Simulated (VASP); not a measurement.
## Na: single point with r2SCAN

The system is Na.

```
CELL_PARAMETERS angstrom
-2.14530 2.14530 2.14530
2.14530 -2.14530 2.14530
2.14530 2.14530 -2.14530
ATOMIC_POSITIONS crystal
Na 0.00000 0.00000 0.00000
```

```yaml
Program: VASP 6.6.1
Task: single point
Functional: r2SCAN
Potentials_or_basis: VASP PAW PBE potentials, release 64 (Na_pv)
Cutoff: 520 eV
k_mesh: 10 × 10 × 10
Occupations: fermi-dirac, width 0.05 eV
Spin: no spin polarisation
Dipole_correction: no
Further_INCAR_settings: ALGO = Normal; EDIFF = 1e-06; NBANDS = 10
```

```
Pressure               : -0.4 GPa
Band gap on the k mesh : zero (an odd number of electrons rules out a gap without spin polarisation)
```

Levels at points of the mesh, in eV from the Fermi level:
```csv
k point,band 1,band 2,band 3,band 4,band 5,band 6,band 7,band 8
"(0.00, 0.00, 0.00)",-26.05,-26.05,-26.05,-3.34,12.03,12.03,12.03,13.20
"(0.50, 0.00, 0.00)",-26.08,-26.06,-26.05,0.73,1.38,8.42,9.60,9.68
"(0.50, 0.50, 0.50)",-26.07,-26.07,-26.07,4.62,4.62,5.10,5.10,5.10
```

Run time: 90 s on 1 thread of AMD EPYC 7R43 64-Core Processor (Zen 3), on a shared host, peak memory 0.12 GiB.

Caveat: the PAW data sets were made with another functional, which shifts forces and pressure a little.
